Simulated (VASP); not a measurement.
Crystal: Ag.

```xyz
1
Lattice="0.0000 2.0427 2.0427 2.0427 0.0000 2.0427 2.0427 2.0427 0.0000" Properties=species:S:1:pos:R:3 pbc="T T T"
Ag    0.0000    0.0000    0.0000
```

```yaml
Program: VASP 6.6.1
Task: relaxation of cell and atoms
Functional: LDA
Potentials_or_basis: VASP PAW LDA potentials, release 64 (Ag)
Cutoff: 600 eV
k_mesh: 11 × 11 × 11
Occupations: fermi-dirac, width 0.05 eV
Spin: no spin polarisation
```

At the start: pressure -7.5 GPa; volume 17.05 Å³/atom.

**Question.** How do energy, volume and symmetry change on relaxing?

**Answer.** Over 3 steps the energy falls by 26.4 meV/atom and the volume is 16.00 Å³/atom (-6.1 %); space group Fm-3m (No. 225, to 0.05 Å).

Step by step:
```
step  energy change (eV)  largest force (eV/Å)  pressure (GPa)  volume (Å³)
   1              0.0000                0.0000           -7.46        17.05
   2             -0.0052                0.0000            8.69        15.16
   3             -0.0264                0.0000           -0.07        16.00
```

Final structure:
```
Ag
1.0
     0.00000    2.00003    2.00003
     2.00003    0.00000    2.00003
     2.00003    2.00003    0.00000
Ag
1
Direct
  0.00000 0.00000 0.00000
```
